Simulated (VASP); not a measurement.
# TiO2 (P4_2/mnm) in VASP: further runs, part 2 of 2

VASP 6.6.1.

### Step 3. Single point, PBE (9.51 Å³/atom)

File INCAR:

```
SYSTEM = TiO2
ALGO = Normal ; EDIFF = 1E-6
ENCUT = 520 ; GGA = PE
ISIF = 2 ; ISMEAR = 0
LASPH = .TRUE. ; LCHARG = .TRUE.
LELF = .TRUE. ; LREAL = .FALSE.
LVHAR = .TRUE. ; LWAVE = .FALSE.
NBANDS = 33 ; NELM = 80
PREC = Accurate ; SIGMA = 0.05
```

File KPOINTS:

```
k-points
0
G
  8 8 10
  0 0 0
```

File POSCAR:

```
TiO2
1.0
    4.6554932356      0.0000000000      0.0000000000
    0.0000000000      4.6554932356      0.0000000000
    0.0000000000      0.0000000000      2.6340780727
Ti O
2 4
Direct
    0.0000000000      0.0000000000      0.0000000000
    0.5000000000      0.5000000000      0.5000000000
    0.3050970583      0.3050970583      0.0000000000
    0.1949029417      0.8050970583      0.5000000000
    0.6949029417      0.6949029417      0.0000000000
    0.8050970583      0.1949029417      0.5000000000
```

Potentials or basis: VASP PAW PBE potentials, release 64 (Ti_sv, O).

Command:

```
$ cat potpaw_PBE.64/Ti_sv/POTCAR potpaw_PBE.64/O/POTCAR > POTCAR
$ mpirun -np 1 vasp_std > vasp.out
```

OUTCAR:

```text
SYSTEM = TiO2
   EDIFF = 1E-6
   ENCUT = 520
   GGA = PE
   ISIF = 2
   ISMEAR = 0
   LASPH = .TRUE.
   LREAL = .FALSE.
   NELM = 80
   PREC = Accurate

 ion  position               nearest neighbor table
   1  0.000  0.000  0.000-   4 1.84   6 1.84   4 1.84   6 1.84   5 2.01   3 2.01
   2  0.500  0.500  0.500-   3 1.84   5 1.84   3 1.84   5 1.84   4 2.01   6 2.01
   3  0.305  0.305  0.000-   2 1.84   2 1.84   1 2.01
   4  0.195  0.805  0.500-   1 1.84   1 1.84   2 2.01
   5  0.695  0.695  0.000-   2 1.84   2 1.84   1 2.01
   6  0.805  0.195  0.500-   1 1.84   1 1.84   2 2.01

  LATTYP: Found a simple tetragonal cell.
 ALAT       =     4.6554932356
 C/A-ratio  =     0.5658000000

  Lattice vectors:

 A1 = (   4.6554932356,   0.0000000000,   0.0000000000)
 A2 = (   0.0000000000,   4.6554932356,   0.0000000000)
 A3 = (   0.0000000000,   0.0000000000,   2.6340780727)

Analysis of symmetry for initial positions (statically):
=====================================================================
 Subroutine PRICEL returns:
 Original cell was already a primitive cell.

 Routine SETGRP: Setting up the symmetry group for a
 simple tetragonal supercell.

 Subroutine GETGRP returns: Found 16 space group operations
 (whereof  8 operations were pure point group operations)
 out of a pool of 16 trial point group operations.

The static configuration has the point symmetry D_2h.
 The point group associated with its full space group is D_4h.

Analysis of symmetry for dynamics (positions and initial velocities):
=====================================================================
 Subroutine PRICEL returns:
 Original cell was already a primitive cell.

 Routine SETGRP: Setting up the symmetry group for a
 simple tetragonal supercell.

[... 132 lines left out ...]
     AMIX     =   0.40;   BMIX     =  1.00
     AMIX_MAG =   1.60;   BMIX_MAG =  1.00
  volume/ion in A,a.u.               =       9.51        64.21
  Fermi-wavevector in a.u.,A,eV,Ry     =   1.545143  2.919896 32.483442  2.387466
  Thomas-Fermi vector in A             =   2.650563
   LORBIT       =      0    0 simple, 1 ext, 2 COOP (PROOUT), +10 PAW based schemes
   GGA     = PE    functional components
   LHFCALC =     F    Hartree Fock is set to
   AEXX    =    0.0000 exact exchange contribution
   IVDW    =     0    specifies the selected vdW correction
   LEPSILON=     F    determine dielectric tensor
   LRPA    =     F    only Hartree local field effects (RPA)
 non-spin polarized calculation
 Gauss-broadening in eV      SIGMA  =   0.05
  energy-cutoff  :      520.00
  volume of cell :       57.09
 maximum number of plane-waves:      1570
 NGX is ok and might be reduce to    36
   NGX = 17   NGY = 17   NGZ =  9

 number of electron      48.0000004 magnetization

 Free energy of the ion-electron system (eV)
  ---------------------------------------------------
  ext. energy  EPLUGINS =         0.00000000
  ---------------------------------------------------
  free energy    TOTEN  =       -52.06742973 eV

  energy without entropy =      -52.06742973  energy(sigma->0) =      -52.06742973

 E-fermi :   5.6673     XC(G=0): -11.8380

 val. band max:        5.3959064220   @ k =   0.0000   0.0000   0.0000
 cond. band min:       7.4464212784   @ k =   0.5000   0.5000   0.0000
 fundamental gap:      2.0505148565
 Fermi energy:         5.6673244626

 k-point     1 :       0.0000    0.0000    0.0000
  band No.  band energies     occupation
      1     -50.7463      2.00000
      2     -50.7250      2.00000
      3     -27.2071      2.00000
      4     -27.2071      2.00000
      5     -26.9117      2.00000
      6     -26.9117      2.00000
[... 853 lines left out ...]
     32      12.0578      0.00000
     33      13.1746      0.00000

 [... further k-points ...]

------------------------ aborting loop because EDIFF is reached ----------------------------------------

  FORCE on cell =-STRESS in cart. coord.  units (eV):
  Direction    XX          YY          ZZ          XY          YZ          ZX
  --------------------------------------------------------------------------------------
  -------------------------------------------------------------------------------------
  Total        8.5422432      8.5422432     29.1572208      0.0000000      0.0000000      0.0000000
  in kB      239.7300470    239.7300470    818.2700688      0.0000000      0.0000000      0.0000000
  external PRESSURE =     432.5767209 kB  Pullay stress =       0.0000000 kB

 VOLUME and BASIS-vectors are now :
 -----------------------------------------------------------------------------
  energy-cutoff  :      520.00
  volume of cell :       57.09
      direct lattice vectors                 reciprocal lattice vectors
     4.655493236  0.000000000  0.000000000     0.214800011  0.000000000  0.000000000
     0.000000000  4.655493236  0.000000000     0.000000000  0.214800011  0.000000000
     0.000000000  0.000000000  2.634078073     0.000000000  0.000000000  0.379639469

 POSITION                                       TOTAL-FORCE (eV/Angst)
 -----------------------------------------------------------------------------------
      0.00000      0.00000      0.00000         0.000000      0.000000      0.000000
      2.32775      2.32775      1.31704         0.000000      0.000000      0.000000
      1.42038      1.42038      0.00000        -1.057508     -1.057508     -0.000000
      0.90737      3.74812      1.31704         1.057508     -1.057508      0.000000
      3.23512      3.23512      0.00000         1.057508      1.057508      0.000000
      3.74812      0.90737      1.31704        -1.057508      1.057508      0.000000
 -----------------------------------------------------------------------------------
    total drift:                               -0.000000      0.000000     -0.000000

  FREE ENERGIE OF THE ION-ELECTRON SYSTEM (eV)
  ---------------------------------------------------
  free  energy   TOTEN  =       -52.0674297253 eV

  energy  without entropy=      -52.0674297253  energy(sigma->0) =      -52.06742973
```

OSZICAR:

```text
N       E                     dE             d eps       ncg     rms          rms(c)
DAV:   1     0.666192465533E+03    0.66619E+03   -0.24339E+04  5940   0.175E+03
DAV:   2     0.272505620443E+02   -0.63894E+03   -0.59179E+03  6548   0.522E+02
DAV:   3    -0.627442008750E+02   -0.89995E+02   -0.88125E+02  7938   0.190E+02
DAV:   4    -0.677303392985E+02   -0.49861E+01   -0.49740E+01  8713   0.414E+01
DAV:   5    -0.678827426730E+02   -0.15240E+00   -0.15239E+00  7683   0.610E+00    0.370E+01
DAV:   6    -0.521498071383E+02    0.15733E+02   -0.64739E+01  7710   0.925E+01    0.113E+01
DAV:   7    -0.522223239820E+02   -0.72517E-01   -0.12500E+01  7110   0.340E+01    0.121E+01
DAV:   8    -0.520235982864E+02    0.19873E+00   -0.78765E-01  7683   0.106E+01    0.509E+00
DAV:   9    -0.520857647536E+02   -0.62166E-01   -0.37794E-01  8556   0.483E+00    0.181E+00
DAV:  10    -0.520688797591E+02    0.16885E-01   -0.94035E-02  6869   0.418E+00    0.335E-01
DAV:  11    -0.520675083107E+02    0.13714E-02   -0.77302E-03  8640   0.763E-01    0.724E-02
DAV:  12    -0.520674892106E+02    0.19100E-04   -0.71926E-04  6909   0.215E-01    0.815E-02
DAV:  13    -0.520674561941E+02    0.33017E-04   -0.38896E-04  7122   0.283E-01    0.552E-02
DAV:  14    -0.520674299533E+02    0.26241E-04   -0.63316E-05  7102   0.109E-01    0.660E-03
DAV:  15    -0.520674297253E+02    0.22799E-06   -0.37264E-06  6722   0.148E-02
   1 F= -.52067430E+02 E0= -.52067430E+02  d E =-.702774E-17
```

stdout:

```text
POSCAR found type information on POSCAR TiO
 POSCAR found :  2 types and       6 ions
 scaLAPACK will be used
 LDA part: xc-table for (Slater+PW92), standard interpolation
 POSCAR, INCAR and KPOINTS ok, starting setup
 FFT: planning ... GRIDC
 FFT: planning ... GRID_SOFT
 FFT: planning ... GRID
 WAVECAR not read
 entering main loop
```

Wall time 59 s (1 thread of Intel Xeon 6975P-C (Granite Rapids), shared host); peak memory 0.25 GiB.

What came out:

* Free energy: -52.0674 eV
* Pressure: 43.3 GPa
* Largest force: 1.496 eV/Å
* Band gap on the k mesh: 2.05 eV (least direct gap 2.06 eV)

Forces on the atoms (eV/Å):
```
Ti   0.000  0.000  0.000
Ti   0.000  0.000  0.000
O   -1.058 -1.058  0.000
O    1.058 -1.058  0.000
O    1.058  1.058  0.000
O   -1.058  1.058  0.000
```

Levels at points of the mesh, in eV from the valence-band top:
```tsv
k point	band 21	band 22	band 23	band 24	band 25	band 26	band 27	band 28
(0.00, 0.00, 0.00)	-0.42	-0.42	-0.28	0.00	2.06	2.25	3.62	3.63
(0.50, 0.00, 0.00)	-0.80	-0.80	-0.67	-0.67	2.86	2.86	4.02	4.02
(0.50, 0.50, 0.00)	-1.04	-1.04	-0.43	-0.43	2.05	2.05	3.64	3.64
(0.00, 0.00, 0.50)	-2.05	-2.05	-1.45	-1.45	3.51	3.51	4.22	4.22
(0.50, 0.00, 0.50)	-2.00	-2.00	-0.97	-0.97	2.41	2.41	4.55	4.55
(0.50, 0.50, 0.50)	-1.14	-1.14	-0.72	-0.72	3.19	3.19	3.74	3.74
```

Caveat: the cell stands under pressure; forces of over 1 eV/Å act on the atoms, so gaps and moduli don't describe the material at rest. As with any semilocal functional, this PBE gap is likely too small.

### Step 4. Single point, PBE (9.52 Å³/atom)

File INCAR:

```
  ALGO = Normal
  EDIFF = 1E-6
  ENCUT = 520
  GGA = PE
  ISIF = 2
  ISMEAR = 0
  LASPH = T
  LCHARG = T
  LELF = T
  LREAL = F
  LVHAR = T
  LWAVE = F
  NBANDS = 33
  NELM = 60
  PREC = Accurate
  SIGMA = 0.05
```

File KPOINTS:

```
k-points
0
Gamma
  8 8 10
```

POSCAR, as its differences from that of step 3:

```diff
@@ -2,5 +2,5 @@
 1.0
-    4.6554932356      0.0000000000      0.0000000000
-    0.0000000000      4.6554932356      0.0000000000
-    0.0000000000      0.0000000000      2.6340780727
+    4.2959156361      0.0000000000      0.0000000000
+    0.0000000000      4.2959156361      0.0000000000
+    0.0000000000      0.0000000000      3.0934888496
 Ti O
```

Command:

```
$ cat potpaw_PBE.64/Ti_sv/POTCAR potpaw_PBE.64/O/POTCAR > POTCAR
$ mpirun -np 1 vasp_std > vasp.out
```

Wall time 51 s (1 thread of Intel Xeon 6975P-C (Granite Rapids), shared host); peak memory 0.25 GiB.

It converged, with:

* Free energy: -52.7344 eV
* Pressure: 28.8 GPa
* Largest force: 0.035 eV/Å
* Band gap on the k mesh: 2.10 eV

Forces in eV/Å, atoms in the order of the input:
```
Ti   0.000  0.000  0.000
Ti   0.000  0.000  0.000
O    0.025  0.025  0.000
O   -0.025  0.025  0.000
O   -0.025 -0.025  0.000
O    0.025 -0.025  0.000
```

Stress tensor (GPa, compression positive):
```
37.65  0.00  0.00
 0.00 37.65  0.00
 0.00  0.00 11.01
```

Levels at points of the mesh, in eV from the valence-band top:
| k point | band 22 | band 23 | band 24 | band 25 | band 26 | band 27 |
| --- | --- | --- | --- | --- | --- | --- |
| (0.00, 0.00, 0.00) | -0.18 | -0.18 | 0.00 | 2.10 | 2.54 | 2.54 |
| (0.50, 0.00, 0.00) | -2.25 | -0.75 | -0.75 | 2.94 | 2.94 | 3.36 |
| (0.50, 0.50, 0.00) | -1.71 | -0.68 | -0.68 | 2.30 | 2.30 | 2.59 |
| (0.00, 0.00, 0.50) | -2.08 | -1.25 | -1.25 | 2.75 | 2.75 | 3.57 |
| (0.50, 0.00, 0.50) | -2.08 | -1.03 | -1.03 | 2.17 | 2.17 | 2.89 |
| (0.50, 0.50, 0.50) | -1.43 | -0.49 | -0.49 | 2.85 | 2.85 | 2.99 |

Caveat: the cell stands under pressure.

### Step 5. Overview

```tsv
cell	gap on the mesh (eV)	pressure (GPa)	largest force (eV/Å)
a = 4.533, b = 4.533, c = 2.779 Å, 6 atoms	2.20	36.2	0.95
a = 4.655, b = 4.655, c = 2.634 Å, 6 atoms	2.05	43.3	1.50
a = 4.296, b = 4.296, c = 3.093 Å, 6 atoms	2.10	28.8	0.04
```

Alike in all rows: task single point; level PBE; potentials or basis VASP PAW PBE potentials, release 64 (Ti_sv, O); no spin polarisation; k mesh 8 × 8 × 10; cutoff (eV) 520; smearing gaussian 0.05 eV.

Caveats: the cell stands under pressure; forces of over 1 eV/Å act on the atoms, so gaps and moduli don't describe the material at rest (at least some runs).

Total energies depend on the potentials used, so only differences within one code and one set of settings carry meaning.
